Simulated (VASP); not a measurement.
Input of a VASP 6.6.1 run:

INCAR

```
SYSTEM = Ge
ALGO     = Normal         ! electronic algorithm
EDIFF    = 1E-7           ! SCF threshold, eV
ENCUT    = 520            ! plane-wave cutoff, eV
GGA      = PS             ! functional
ISIF     = 2              ! what is computed and relaxed
ISMEAR   = -1             ! smearing method
LASPH    = .TRUE.         ! aspherical terms in the spheres
LCHARG   = .TRUE.         ! write CHGCAR
LELF     = .TRUE.         ! ELF
LREAL    = .FALSE.        ! projectors in reciprocal space
LVHAR    = .TRUE.       
LWAVE    = .FALSE.        ! write WAVECAR
NBANDS   = 21             ! bands
NELM     = 100            ! most SCF steps
PREC     = Accurate       ! precision mode
SIGMA    = 0.05           ! smearing width, eV
```

KPOINTS

```
k-points
0
G
  11 11 11
  0 0 0
```

The input POSCAR:

```
Ge
1.0
   -2.5702938573      2.5702938573      1.3916451965
    2.5702938573     -2.5702938573      1.3916451965
    2.5702938573      2.5702938573     -1.3916451965
Ge
2
Direct
    0.5000000000      0.5000000000      0.0000000000
    0.2500000000      0.7500000000      0.5000000000
```

Potentials or basis: VASP PAW PBE potentials, release 64 (Ge_d).

Launch:

```bash
$ cat potpaw_PBE.64/Ge_d/POTCAR > POTCAR
$ mpirun -np 1 vasp_std > vasp.out
```

Predict the band gap on the k mesh.

zero (band 14 reaches 8.47 eV, above the bottom of band 15 at 3.73 eV).

Predict the pressure.

0.0 GPa.

Caveat: the PAW data sets were made with another functional, which shifts forces and pressure a little.
